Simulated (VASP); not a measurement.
# SnSe (F-43m) in VASP: a series of runs, part 2 of 2

VASP 6.6.1. Earlier steps stand in the parts before.

### 3 Single point, PBE (Te replaced by Se, lengths x 0.961, strained)

INCAR

```
SYSTEM = SnSe
ALGO     = Normal         ! electronic algorithm
EDIFF    = 1E-6           ! SCF threshold, eV
ENCUT    = 500            ! plane-wave cutoff, eV
GGA      = PE             ! functional
GGA_COMPAT= .FALSE.      
ISIF     = 2              ! what is computed and relaxed
ISMEAR   = 0              ! smearing method
LASPH    = .TRUE.         ! aspherical terms in the spheres
LCHARG   = .FALSE.        ! write CHGCAR
LREAL    = .FALSE.        ! projectors in reciprocal space
LWAVE    = .FALSE.        ! write WAVECAR
NBANDS   = 17             ! bands
NELM     = 120            ! most SCF steps
PREC     = Accurate       ! precision mode
SIGMA    = 0.01           ! smearing width, eV
```

KPOINTS

```
k-points
0
G
  10 10 10
  0 0 0
```

POSCAR

```
SnSe
1.0
    0.0000000000      3.3533996069      3.3533996069
    3.3533996069      0.0000000000      3.3533996069
    3.3533996069      3.3533996069      0.0000000000
Sn Se
1 1
Direct
    0.0000000000      0.0000000000      0.0000000000
    0.7500000000      0.7500000000      0.7500000000
```

Potentials or basis: VASP PAW PBE potentials, release 64 (Sn_d, Se).

On the command line:

```bash
> cat potpaw_PBE.64/Sn_d/POTCAR potpaw_PBE.64/Se/POTCAR > POTCAR
> mpirun -np 1 vasp_std > vasp.out
```

OUTCAR:

```text
SYSTEM = SnSe
   EDIFF = 1E-6
   ENCUT = 500
   GGA = PE
   ISIF = 2
   ISMEAR = 0
   LASPH = .TRUE.
   LREAL = .FALSE.
   NELM = 120
   PREC = Accurate

 ion  position               nearest neighbor table
   1  0.000  0.000  0.000-   2 2.90   2 2.90   2 2.90   2 2.90
   2  0.750  0.750  0.750-   1 2.90   1 2.90   1 2.90   1 2.90

  LATTYP: Found a face centered cubic cell.
 ALAT       =     6.7067992138

  Lattice vectors:

 A1 = (   0.0000000000,   3.3533996069,   3.3533996069)
 A2 = (   3.3533996069,   0.0000000000,   3.3533996069)
 A3 = (   3.3533996069,   3.3533996069,   0.0000000000)

Analysis of symmetry for initial positions (statically):
=====================================================================
 Subroutine PRICEL returns:
 Original cell was already a primitive cell.

 Routine SETGRP: Setting up the symmetry group for a
 face centered cubic supercell.

 Subroutine GETGRP returns: Found 24 space group operations
 (whereof 24 operations were pure point group operations)
 out of a pool of 48 trial point group operations.

The static configuration has the point symmetry T_d .

Analysis of symmetry for dynamics (positions and initial velocities):
=====================================================================
 Subroutine PRICEL returns:
 Original cell was already a primitive cell.

 Routine SETGRP: Setting up the symmetry group for a
 face centered cubic supercell.

 Subroutine GETGRP returns: Found 24 space group operations
 (whereof 24 operations were pure point group operations)
 out of a pool of 48 trial point group operations.

The dynamic configuration has the point symmetry T_d .

 Subroutine INISYM returns: Found 24 space group operations
 (whereof 24 operations are pure point group operations),
 and found     1 'primitive' translations

----------------------------------------------------------------------------------------

[... 110 lines left out ...]
   IMIX   =      4    mixing-type and parameters
     AMIX     =   0.40;   BMIX     =  1.00
     AMIX_MAG =   1.60;   BMIX_MAG =  1.00
  volume/ion in A,a.u.               =      37.71       254.48
  Fermi-wavevector in a.u.,A,eV,Ry     =   1.051775  1.987567 15.051183  1.106231
  Thomas-Fermi vector in A             =   2.186832
   LORBIT       =      0    0 simple, 1 ext, 2 COOP (PROOUT), +10 PAW based schemes
   GGA     = PE    functional components
   LHFCALC =     F    Hartree Fock is set to
   AEXX    =    0.0000 exact exchange contribution
   IVDW    =     0    specifies the selected vdW correction
   LEPSILON=     F    determine dielectric tensor
   LRPA    =     F    only Hartree local field effects (RPA)
 non-spin polarized calculation
 Gauss-broadening in eV      SIGMA  =   0.01
  energy-cutoff  :      500.00
  volume of cell :       75.42
 maximum number of plane-waves:      1936
   NGX = 17   NGY = 17   NGZ = 17

 number of electron      20.0000008 magnetization

 Free energy of the ion-electron system (eV)
  ---------------------------------------------------
  ext. energy  EPLUGINS =         0.00000000
  ---------------------------------------------------
  free energy    TOTEN  =        -7.74642635 eV

  energy without entropy =       -7.74638253  energy(sigma->0) =       -7.74640444

 E-fermi :   3.0788     XC(G=0):  -7.8733

 val. band max:        3.0694092890   @ k =  -0.3000   0.5000   0.2000
 cond. band min:       3.0812605976   @ k =   0.5000   0.5000   0.0000
 fundamental gap:      0.0118513086
 Fermi energy:         3.0788300581

 k-point     1 :       0.0000    0.0000    0.0000
  band No.  band energies     occupation
      1     -18.6934      2.00000
      2     -18.6934      2.00000
      3     -18.6934      2.00000
      4     -18.6800      2.00000
      5     -18.6800      2.00000
      6     -10.2396      2.00000
[... 457 lines left out ...]
      4     -18.6814      2.00000
      5     -18.6782      2.00000
      6      -9.7403      2.00000
[... 9 lines left out ...]
     16      11.7902      0.00000
     17      13.2786      0.00000

 [... further k-points ...]

------------------------ aborting loop because EDIFF is reached ----------------------------------------

  FORCE on cell =-STRESS in cart. coord.  units (eV):
  Direction    XX          YY          ZZ          XY          YZ          ZX
  --------------------------------------------------------------------------------------
  -------------------------------------------------------------------------------------
  Total        0.5057900      0.5057900      0.5057900     -0.0000000     -0.0000000      0.0000000
  in kB       10.7447145     10.7447145     10.7447145     -0.0000000     -0.0000000      0.0000000
  external PRESSURE =      10.7447145 kB  Pullay stress =       0.0000000 kB

 VOLUME and BASIS-vectors are now :
 -----------------------------------------------------------------------------
  energy-cutoff  :      500.00
  volume of cell :       75.42
      direct lattice vectors                 reciprocal lattice vectors
     0.000000000  3.353399607  3.353399607    -0.149102421  0.149102421  0.149102421
     3.353399607  0.000000000  3.353399607     0.149102421 -0.149102421  0.149102421
     3.353399607  3.353399607  0.000000000     0.149102421  0.149102421 -0.149102421

 POSITION                                       TOTAL-FORCE (eV/Angst)
 -----------------------------------------------------------------------------------
      0.00000      0.00000      0.00000        -0.000000     -0.000000     -0.000000
      5.03010      5.03010      5.03010         0.000000      0.000000      0.000000
 -----------------------------------------------------------------------------------
    total drift:                                0.000000      0.000000      0.000000

  FREE ENERGIE OF THE ION-ELECTRON SYSTEM (eV)
  ---------------------------------------------------
  free  energy   TOTEN  =        -7.7464263549 eV

  energy  without entropy=       -7.7463825282  energy(sigma->0) =       -7.74640444
```

OSZICAR:

```text
N       E                     dE             d eps       ncg     rms          rms(c)
DAV:   1     0.131851619469E+03    0.13185E+03   -0.93919E+03  1600   0.124E+03
DAV:   2     0.583222499464E+01   -0.12602E+03   -0.12177E+03  1729   0.311E+02
DAV:   3    -0.768834867571E+01   -0.13521E+02   -0.13396E+02  1966   0.954E+01
DAV:   4    -0.806562538453E+01   -0.37728E+00   -0.37701E+00  1906   0.174E+01
DAV:   5    -0.807779678124E+01   -0.12171E-01   -0.12171E-01  2253   0.305E+00    0.339E+00
DAV:   6    -0.774652206419E+01    0.33127E+00   -0.90942E-01  2299   0.446E+00    0.208E+00
DAV:   7    -0.774337233407E+01    0.31497E-02   -0.11364E-01  1680   0.139E+00    0.105E+00
DAV:   8    -0.774594279983E+01   -0.25705E-02   -0.14863E-02  1913   0.105E+00    0.134E-01
DAV:   9    -0.774595959241E+01   -0.16793E-04   -0.47684E-03  1845   0.434E-01    0.894E-02
DAV:  10    -0.774630886160E+01   -0.34927E-03   -0.78352E-04  1727   0.155E-01    0.323E-02
DAV:  11    -0.774640861092E+01   -0.99749E-04   -0.16289E-04  1720   0.602E-02    0.102E-02
DAV:  12    -0.774642530966E+01   -0.16699E-04   -0.48423E-05  1754   0.562E-02    0.459E-03
DAV:  13    -0.774642611431E+01   -0.80465E-06   -0.10647E-05  1988   0.139E-02    0.433E-03
DAV:  14    -0.774642635488E+01   -0.24057E-06   -0.42581E-06  1590   0.934E-03
   1 F= -.77464264E+01 E0= -.77464044E+01  d E =-.438266E-04
```

Wall time 72 s (1 thread of Intel Xeon 8259CL, shared host); peak memory 0.23 GiB.

Results:

| Property | Result |
| --- | --- |
| Free energy | -7.7464 eV |
| Pressure | 1.1 GPa |
| Band gap on the k mesh | 0.01 eV (least direct gap 0.63 eV) |

Levels at points of the mesh, in eV from the valence-band top:
```tsv
k point	band 8	band 9	band 10	band 11	band 12	band 13
(0.00, 0.00, 0.00)	-2.31	-2.31	-2.31	1.48	1.48	1.48
(0.50, 0.00, 0.00)	-2.83	-2.83	-2.18	2.25	2.25	3.39
(0.50, 0.50, 0.00)	-3.53	-3.53	-0.61	0.01	4.40	4.40
```

Caveat: the cell differs from its parent crystal (Te replaced by Se, lengths x 0.961, strained); spin-orbit coupling is left out, which moves the levels of the heavy elements.
